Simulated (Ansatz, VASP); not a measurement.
## One calculation of Ta, two programs

Contents of INCAR:

```
SYSTEM = Ta
PREC = Accurate
ENCUT = 520
EDIFF = 1E-6
ISMEAR = 0
SIGMA = 0.15
LREAL = .False.
LASPH = .True.
NELM = 60
ALGO = Normal
ISIF = 2
LWAVE = .False.
LCHARG = .False.
GGA = PS
NBANDS = 12
```

Contents of KPOINTS:

```
regular mesh
0
Gamma
  20 20 20
  0 0 0
```

The input POSCAR:

```
Ta
1.0
   -1.6760492000      1.6760492000      1.6265108000
    1.6760492000     -1.6760492000      1.6265108000
    1.6760492000      1.6760492000     -1.6265108000
Ta
1
Direct
    0.0000000000      0.0000000000      0.0000000000
```

Input for Ansatz:

```yaml
crystal:
  lattice:
    - [-1.6760492, 1.6760492, 1.6265108]
    - [1.6760492, -1.6760492, 1.6265108]
    - [1.6760492, 1.6760492, -1.6265108]
  atoms:
    - { symbol: Ta, position: [0.0, 0.0, 0.0] }
basis:
  ecutwfc: 420
kpoints:
  mp_grid: { grid: [20, 20, 20] }
hamiltonian:
  xc: pbesol
scf:
  occupations: { method: gaussian, width: 0.15 }
output:
  forces: true
  stress: true
  eigenvalues: true
```

Change from the starting cell: strain +0.015 along x and y, -0.015 along z, atoms carried along.

Alike in both runs: task single point; functional PBEsol; k mesh 20 × 20 × 20; occupations gaussian, width 0.15 eV; no spin polarisation.

|  | VASP | Ansatz |
| --- | --- | --- |
| version | VASP 6.6.1 | Ansatz 0.2.0 |
| potentials or method | VASP PAW PBE potentials, release 64 (Ta_pv), cutoff 520 eV | scalar-relativistic, plane waves, PAW |
| valence electrons in the cell | 11 | 13 |

|  | VASP | Ansatz | Ansatz less VASP |
| --- | --- | --- | --- |
| gap on the k mesh at the Fermi level (eV) | none | none | - |
| pressure (GPa) | -6.3 | -6.5 | -0.13 |
| traceless stress, the component that is largest in VASP (GPa) | 2.22 | 2.23 | +0.005 |

VASP's potentials were made for PBE, not for PBEsol. A gap of «none» marks a metal or a gap that the smearing closes. VASP's potentials hold 11 valence electrons a cell and Ansatz's 13, so a difference there can come from the potentials and not from the codes.

Spin-orbit coupling is off throughout.
